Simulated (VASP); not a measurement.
MgTlBr3, 5 atoms in the cell. Symmetry: P4/mmm, No. 123, tetragonal system. The conventional cell has a = 5.419 Å, b = 5.419 Å, c = 5.204 Å, α = 90.00°, β = 90.00°, γ = 90.00°. Within 4.9 Å of Tl (site symmetry 4/mmm) lie 12 Br at 3.76 to 3.83 Å and 8 Mg at 4.63 Å. Mg (site symmetry 4/mmm) has 6 Br at 2.60 to 2.71 Å within 3.4 Å. Within 3.4 Å of Br (site symmetry 4/mmm) lie 2 Mg at 2.60 Å. Br (site symmetry mmm) has 2 Mg at 2.71 Å within 3.6 Å.  This cell differs from its parent crystal: epitaxial xy strain +2.5%.

```yaml
Program: VASP 6.6.1
Task: single point
Functional: r2SCAN
Potentials_or_basis: VASP PAW PBE potentials, release 64 (Tl_d, Mg, Br)
Cutoff: 520 eV
k_mesh: 6 × 6 × 6
Occupations: gaussian, width 0.01 eV
Spin: no spin polarisation
Dipole_correction: no
Further_INCAR_settings: ALGO = Normal; EDIFF = 1e-07; NBANDS = 26
```

Potentials or basis: VASP PAW PBE potentials, release 64 (Tl_d, Mg, Br).

Command:

```sh
$ cat potpaw_PBE.64/Tl_d/POTCAR potpaw_PBE.64/Mg/POTCAR potpaw_PBE.64/Br/POTCAR > POTCAR
$ cp INCAR.step1 INCAR
$ mpirun -np 1 vasp_std > vasp.out
$ cp INCAR.step2 INCAR
$ mpirun -np 1 vasp_std > vasp.out
```

Hardware: 1 thread of Intel(R) Xeon(R) 6975P-C (Granite Rapids), on a shared host.

Task: How long does it take, and how much memory?

Result: It took 3.2 min on 1 thread of Intel(R) Xeon(R) 6975P-C (Granite Rapids), on a shared host, peak memory 0.36 GiB. Counts: k points 40.
